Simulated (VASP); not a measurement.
A run of VASP 6.6.1 is set up as follows.

Contents of INCAR:

```
SYSTEM = Cl
PREC = Accurate ; ENCUT = 520
EDIFF = 1E-7 ; ISMEAR = -1
SIGMA = 0.08 ; LREAL = .FALSE.
LASPH = .TRUE. ; NELM = 60
ALGO = Normal ; ISIF = 2
LWAVE = .FALSE. ; LCHARG = .TRUE.
GGA = PE ; LELF = .TRUE.
LVHAR = .TRUE. ; NBANDS = 14
```

Contents of KPOINTS:

```
regular mesh
0
G
  14 14 8
  0 0 0
```

Contents of POSCAR:

```
Cl
1.0
    3.3806590165      0.0000000000      0.0000000000
   -1.6903295082      2.9277365898      0.0000000000
    0.0000000000      0.0000000000      3.9378946033
Cl
2
Direct
    0.3333333333      0.6666666667      0.2500000000
    0.6666666667      0.3333333333      0.7500000000
```

Potentials or basis: VASP PAW PBE potentials, release 64 (Cl).

Command:

```console
$ cat potpaw_PBE.64/Cl/POTCAR > POTCAR
$ mpirun -np 1 vasp_std > vasp.out
```

(1) Predict the band gap on the k mesh.

(2) Predict the pressure.

Answers

(1) zero (band 7 reaches 4.15 eV, above the bottom of band 8 at 2.12 eV).

(2) 6.0 GPa.
